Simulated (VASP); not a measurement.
Set up this calculation in VASP 6.6.1, as the native input.

| Quantity | Value |
| --- | --- |
| Task | single point |
| Functional | PBEsol |
| Potentials or basis | VASP PAW PBE potentials, release 64 (Ga_d, N) |
| Cutoff | 520 eV |
| k mesh | 8 × 8 × 6 |
| Occupations | gaussian, width 0.05 eV |
| Spin | no spin polarisation |
| Dipole correction | no |
| Further INCAR settings | ALGO = Normal; EDIFF = 1e-07; NBANDS = 26 |

The structure of GaN lies in POSCAR:

```
GaN
1.0
    0.0000000000     -2.2490913701     -2.3091421097
    0.0000000000      2.2490913701     -2.3091421097
    4.6182842193      0.0000000000      0.0000000000
Ga N
2 2
Direct
    0.4992186320      0.4992186320      0.5000000000
    0.0007813680      0.0007813680      0.0000000000
    0.0064470480      0.4935529520      0.2500000000
    0.4935529520      0.0064470480      0.7500000000
```

One way to write it, as run:

INCAR

```
PREC = Accurate
ENCUT = 520
EDIFF = 1E-7
ISMEAR = 0
SIGMA = 0.05
LREAL = False
LASPH = True
NELM = 60
ALGO = Normal
ISIF = 2
LWAVE = False
LCHARG = False
GGA = PS
NBANDS = 26
```

KPOINTS

```
Automatic mesh
0
Gamma
  8 8 6
```

Potentials or basis: VASP PAW PBE potentials, release 64 (Ga_d, N).

The run is started by

```console
$ cat potpaw_PBE.64/Ga_d/POTCAR potpaw_PBE.64/N/POTCAR > POTCAR
$ mpirun -np 1 vasp_std > vasp.out
```

Results of the run:

- Pressure: -8.9 GPa
- Largest force: 0.450 eV/Å
- Band gap on the k mesh: 1.31 eV

Caveat: the PAW data sets were made with another functional, which shifts forces and pressure a little.

Run time: 3.2 min on 1 thread of AMD EPYC 7R13 (shared host), peak memory 0.19 GiB.
